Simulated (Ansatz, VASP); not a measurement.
# BaFeO3 in VASP and in Ansatz

```
Ba Fe O
1.0
     4.02000    0.00000    0.00000
     0.00000    4.02000    0.00000
     0.00000    0.00000    4.02000
Ba Fe O
1 1 3
Direct
  0.00000 0.00000 0.00000
  0.50000 0.50000 0.50000
  0.50000 0.50000 0.00000
  0.00000 0.50000 0.50000
  0.50000 0.00000 0.50000
```

Alike in both runs: task single point; functional LDA; k mesh 5 × 5 × 5; occupations gaussian, width 0.05 eV; collinear spin; Hubbard terms Fe d U = 3.0 eV.

|  | VASP | Ansatz |
| --- | --- | --- |
| version | VASP 6.6.1 | Ansatz 0.2.0 |
| potentials or method | VASP PAW LDA potentials, release 64 (Ba_sv, Fe_sv, O), cutoff 700 eV | scalar-relativistic, plane waves, PAW |
| valence electrons in the cell | 44 | 44 |

```tsv
	VASP	Ansatz	Ansatz less VASP
gap on the k mesh at the Fermi level (eV)	none	none	-
pressure (GPa)	-13.4	-13.9	-0.49
net moment per atom (μB)	0.80	0.80	-0.001
size of the moment on the site where the two differ most (μB)	3.52	3.41	-0.109
```

LDA's correlation is that of Perdew and Zunger in VASP and of Perdew and Wang (1992) in Ansatz. Site moments also hang on the region over which each program counts them. The programs project onto different local orbitals, so the same U acts differently, and such runs can settle in different states. A gap of «none» marks a metal or a gap that the smearing closes. Ansatz's warnings: filled band counts differ across k points.

Neither program's run includes spin-orbit coupling.
